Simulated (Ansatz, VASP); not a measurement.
# One calculation of Ta2N, two programs

```
CELL_PARAMETERS angstrom
3.25620 0.00000 0.00000
-1.62810 2.81995 0.00000
0.00000 0.00000 5.00394
ATOMIC_POSITIONS crystal
Ta 0.66667 0.33333 0.74491
Ta 0.33333 0.66667 0.25509
N 0.00000 0.00000 0.00000
```

Change from the starting cell: strain +0.050 along x and y, +0.025 along z, atoms carried along.

Alike in both runs: task single point; functional PBE; k mesh 18 × 18 × 10; occupations gaussian, width 0.15 eV; no spin polarisation.

```csv
,VASP,Ansatz
version,VASP 6.6.1,Ansatz 0.2.0
potentials or method,"VASP PAW PBE potentials, release 64 (Ta_pv, N), cutoff 520 eV","scalar-relativistic, plane waves, PAW"
valence electrons in the cell,27,31
```

VASP gave:

- gap on the k mesh at the Fermi level (eV): none
- pressure (GPa): -26.0
- traceless stress, the component that is largest in VASP (GPa): 2.04
- rms of the force components (eV/Å): 0.303

Problem. What did Ansatz give for the same quantities?

Solution. gap on the k mesh at the Fermi level (eV): none; pressure (GPa): -26.2; traceless stress, the component that is largest in VASP (GPa): 2.10; rms of the force components (eV/Å): 0.318.

Atom by atom the forces differ by 0.015 eV/Å (rms over components). A gap of «none» marks a metal or a gap that the smearing closes. VASP's potentials hold 27 valence electrons a cell and Ansatz's 31, so a difference there can come from the potentials and not from the codes.

Neither program's run includes spin-orbit coupling.
